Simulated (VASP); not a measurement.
Set up this calculation in VASP 6.6.1, as the native input.

```
Task                   : electric field gradients
Functional             : PBE
Potentials or basis    : VASP PAW PBE potentials, release 64 (Hf_pv, N)
Cutoff                 : 520 eV
k mesh                 : 10 × 10 × 10
Occupations            : fermi-dirac, width 0.01 eV
Spin                   : no spin polarisation
Dipole correction      : no
Further INCAR settings : ALGO = Normal; EDIFF = 1e-08; NBANDS = 14
```

The structure of HfN lies in POSCAR:

```
HfN
1.0
   -0.0338850000      2.2590000000      2.2590000000
    2.2590000000     -0.0338850000      2.2590000000
    2.2251150000      2.2251150000      0.0000000000
Hf N
1 1
Direct
    0.0000000000      0.0000000000      0.0000000000
    0.5000000000      0.5000000000      0.5000000000
```

This cell differs from its parent crystal: xy shear strain of -3 %.

One way to write it, as run:

INCAR

```
SYSTEM = HfN
  ALGO = Normal
  EDIFF = 1E-8
  ENCUT = 520
  GGA = PE
  GGA_COMPAT = .False.
  ISIF = 2
  ISMEAR = -1
  LASPH = .True.
  LCHARG = .False.
  LEFG = .True.
  LREAL = .False.
  LWAVE = .False.
  NBANDS = 14
  NELM = 120
  PREC = Accurate
  SIGMA = 0.01
```

KPOINTS

```
k-points
0
Gamma
  10 10 10
  0 0 0
```

Potentials or basis: VASP PAW PBE potentials, release 64 (Hf_pv, N).

Command:

```console
$ cat potpaw_PBE.64/Hf_pv/POTCAR potpaw_PBE.64/N/POTCAR > POTCAR
$ mpirun -np 1 vasp_std > vasp.out
```

Results of the run:

- Pressure: 3.1 GPa
- Band gap on the k mesh: zero (an odd number of electrons rules out a gap without spin polarisation)
- Largest electric field gradient by atom: Hf +11.9; N +2.1 V/Å²

Caveat: the cell differs from its parent crystal (xy shear strain of -3 %); the cell stands under pressure; without QUAD_EFG the Cq values of the log hold for a quadrupole moment of 1 mb, not for the nuclei; spin-orbit coupling is left out, which moves the levels of the heavy elements.

It took 110 s on 1 thread of AMD EPYC 7571, on a shared host, peak memory 0.15 GiB.
